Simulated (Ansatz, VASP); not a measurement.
SnTe: VASP beside Ansatz

File INCAR:

```
ALGO = Normal
EDIFF = 1E-6
ENCUT = 520
GGA = PS
ISIF = 2
ISMEAR = 0
LASPH = T
LCHARG = F
LREAL = F
LWAVE = F
NBANDS = 17
NELM = 100
PREC = Accurate
SIGMA = 0.03
```

File KPOINTS:

```
k-points
0
Gamma
  10 10 10
```

File POSCAR:

```
SnTe
1.0
    0.0000000000      3.2196300000      3.1565000000
    3.1565000000      0.0000000000      3.1565000000
    3.1565000000      3.2196300000      0.0000000000
Sn Te
1 1
Direct
    0.0000000000      0.0000000000      0.0000000000
    0.5000000000      0.5000000000      0.5000000000
```

Input for Ansatz:

```yaml
crystal:
  lattice:
    - [0.0, 3.21963, 3.1565]
    - [3.1565, 0.0, 3.1565]
    - [3.1565, 3.21963, 0.0]
  atoms:
    - { symbol: Sn, position: [0.0, 0.0, 0.0] }
    - { symbol: Te, position: [0.5, 0.5, 0.5] }
basis:
  ecutwfc: 420
kpoints:
  mp_grid: { grid: [10, 10, 10] }
hamiltonian:
  xc: pbesol
scf:
  occupations: { method: gaussian, width: 0.03 }
output:
  forces: true
  stress: true
  eigenvalues: true
```

Change from the starting cell: strain +0.0200 x Voigt [0, 1, 0, 0, 0, 0], atoms carried along.

Alike in both runs: task single point; functional PBEsol; k mesh 10 × 10 × 10; occupations gaussian, width 0.03 eV; no spin polarisation.

```csv
,VASP,Ansatz
version,VASP 6.6.1,Ansatz 0.2.0
potentials or method,"VASP PAW PBE potentials, release 64 (Sn_d, Te), cutoff 520 eV","scalar-relativistic, plane waves, PAW"
valence electrons in the cell,20,30
```

Ansatz gave:

```
gap on the k mesh at the Fermi level (eV)                     : 0.09
least direct gap on the mesh (eV)                             : 0.09
pressure (GPa)                                                : -1.3
traceless stress, the component that is largest in VASP (GPa) : -1.48
```

Q: Which values does VASP return?

A: gap on the k mesh at the Fermi level (eV): 0.09; least direct gap on the mesh (eV): 0.09; pressure (GPa): -1.4; traceless stress, the component that is largest in VASP (GPa): -1.48.

VASP's potentials were made for PBE, not for PBEsol. With one functional, cell and mesh, what is left measures potentials, basis and numerics. VASP's potentials hold 20 valence electrons a cell and Ansatz's 30, so a difference there can come from the potentials and not from the codes.

Neither program's run includes spin-orbit coupling.
